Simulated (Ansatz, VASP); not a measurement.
One calculation of WSe2, two programs

```
CELL_PARAMETERS angstrom
3.31436 0.00000 0.00000
-1.65718 2.81292 0.00000
0.00000 0.00000 16.65868
ATOMIC_POSITIONS crystal
W 0.00000 0.00000 0.00000
Se 0.33333 0.66667 0.09970
Se 0.33333 0.66667 0.90030
```

Change from the starting cell: strain -0.0200 x Voigt [0, 1, 0, 0, 0, 0], atoms carried along.

Alike in both runs: task single point; functional r2SCAN; k mesh 12 × 12 × 2; occupations gaussian, width 0.05 eV; no spin polarisation.

|  | VASP | Ansatz |
| --- | --- | --- |
| version | VASP 6.6.1 | Ansatz 0.2.0 |
| potentials or method | VASP PAW PBE potentials, release 64 (W_sv, Se), cutoff 520 eV | scalar-relativistic, plane waves, PAW |
| valence electrons in the cell | 26 | 46 |

VASP gave:

* gap on the k mesh at the Fermi level (eV): 1.75
* least direct gap on the mesh (eV): 1.75
* rms of the force components (eV/Å): 0.143

**Question.** Estimate Ansatz's values.

**Answer.** gap on the k mesh at the Fermi level (eV): 1.75; least direct gap on the mesh (eV): 1.75; rms of the force components (eV/Å): 0.123.

VASP's potentials were made for PBE, not for r2SCAN. Atom by atom the forces differ by 0.023 eV/Å (rms over components). The functional is the same, so the differences come from potentials, cutoffs and numerics. VASP's potentials hold 26 valence electrons a cell and Ansatz's 46, so a difference there can come from the potentials and not from the codes.

Neither program's run includes spin-orbit coupling.
